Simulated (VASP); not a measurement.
The system is Zr2NbTe4.

```
CELL_PARAMETERS angstrom
0.00000 4.58219 4.58219
4.58219 0.00000 4.58219
4.58219 4.58219 0.00000
ATOMIC_POSITIONS crystal
Zr 0.25000 0.25000 0.25000
Zr 0.00000 0.00000 0.00000
Nb 0.50000 0.50000 0.50000
Te 0.64202 0.64202 0.64202
Te 0.64202 0.64202 0.07393
Te 0.64202 0.07393 0.64202
Te 0.07393 0.64202 0.64202
```

The cell was generated, and may not be a known phase.

| Property | Result |
| --- | --- |
| Program | VASP 6.6.1 |
| Task | relaxation of cell and atoms |
| Functional | PBE |
| Potentials or basis | VASP PAW PBE potentials, release 64 (Zr_sv, Nb_sv, Te) |
| Cutoff | 500 eV |
| k mesh | 3 × 3 × 3 |
| Occupations | gaussian, width 0.2 eV |
| Spin | no spin polarisation |

At the start: pressure 25.9 GPa; volume 27.49 Å³/atom.

Q: Where does the relaxation end?

A: Over 8 steps the energy falls by 681.7 meV/atom and the volume is 38.95 Å³/atom (+41.7 %); space group F-43m (No. 216, to 0.1 Å) before and after.

Step by step:
```csv
step,energy change (eV),largest force (eV/Å),pressure (GPa),volume (Å³)
1,0.0000,3.4251,25.92,192.42
2,-1.2693,3.4322,-5.44,344.71
3,-4.1547,2.7690,1.34,255.67
4,-4.1589,2.7226,1.59,254.28
5,-4.7567,0.2207,-0.79,278.17
6,-4.7571,0.2794,-0.75,277.38
7,-4.7685,0.1667,0.36,270.39
8,-4.7721,0.0154,-0.01,272.65
```

Final structure:
```xyz
7
Lattice="0.0000 5.1466 5.1466 5.1466 0.0000 5.1466 5.1466 5.1466 0.0000" Properties=species:S:1:pos:R:3 pbc="T T T"
Zr    2.5733    2.5733    2.5733
Zr    0.0000    0.0000    0.0000
Nb    5.1466    5.1466    5.1466
Te    6.6032    6.6032    6.6032
Te    3.6901    3.6901    6.6032
Te    3.6901    6.6032    3.6901
Te    6.6032    3.6901    3.6901
```

Caveat: the k points lie up to 0.35 Å⁻¹ apart in the final cell, too coarse for converged energies and pressures of a metal; the volume moved by over 15 % at a fixed basis, so the end points are rough.
